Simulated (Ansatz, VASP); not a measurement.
**Two plane-wave programs on Sc**

```
CELL_PARAMETERS angstrom
3.23493 0.00000 0.00000
0.00000 3.23493 0.00000
0.00000 0.00000 4.57094
ATOMIC_POSITIONS crystal
Sc 0.00000 0.00000 0.00000
Sc 0.50000 0.50000 0.50000
```

Change from the starting cell: equal strain along all axes, cell held, atoms relaxed: -1.0 %.

Alike in both runs: task single point; functional PBE; k mesh 14 × 14 × 10; occupations gaussian, width 0.1 eV; no spin polarisation.

```csv
,VASP,Ansatz
version,VASP 6.6.1,Ansatz 0.2.0
potentials or method,"VASP PAW PBE potentials, release 64 (Sc_sv), cutoff 520 eV","scalar-relativistic, plane waves, PAW"
valence electrons in the cell,22,22
```

|  | VASP | Ansatz | Ansatz less VASP |
| --- | --- | --- | --- |
| gap on the k mesh at the Fermi level (eV) | none | none | - |
| pressure (GPa) | 1.7 | 1.6 | -0.03 |
| traceless stress, the component that is largest in VASP (GPa) | 0.06 | 0.06 | 0.000 |

A gap of «none» marks a metal or a gap that the smearing closes. With one functional, cell and mesh, what is left measures potentials, basis and numerics.
